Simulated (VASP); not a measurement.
Here is a VASP 6.6.1 calculation.

The input INCAR:

```
PREC = Accurate
ENCUT = 520
EDIFF = 1E-7
ISMEAR = -1
SIGMA = 0.05
LREAL = F
LASPH = T
NELM = 80
ALGO = Normal
ISIF = 2
LWAVE = F
LCHARG = F
GGA = PE
NBANDS = 11
```

KPOINTS

```
regular mesh
0
Gamma
  11 11 11
```

POSCAR

```
Ca
1.0
    0.0000000000      2.7942000000      2.7942000000
    2.7942000000      0.0000000000      2.7942000000
    2.7942000000      2.7942000000      0.0000000000
Ca
1
Direct
    0.0000000000      0.0000000000      0.0000000000
```

Potentials or basis: VASP PAW PBE potentials, release 64 (Ca_sv).

The run is started by

```sh
$ cat potpaw_PBE.64/Ca_sv/POTCAR > POTCAR
$ mpirun -np 1 vasp_std > vasp.out
```

Estimate the band gap on the k mesh.

zero (bands 5 and 6 overlap by 0.30 eV).

Estimate the pressure.

-0.5 GPa.
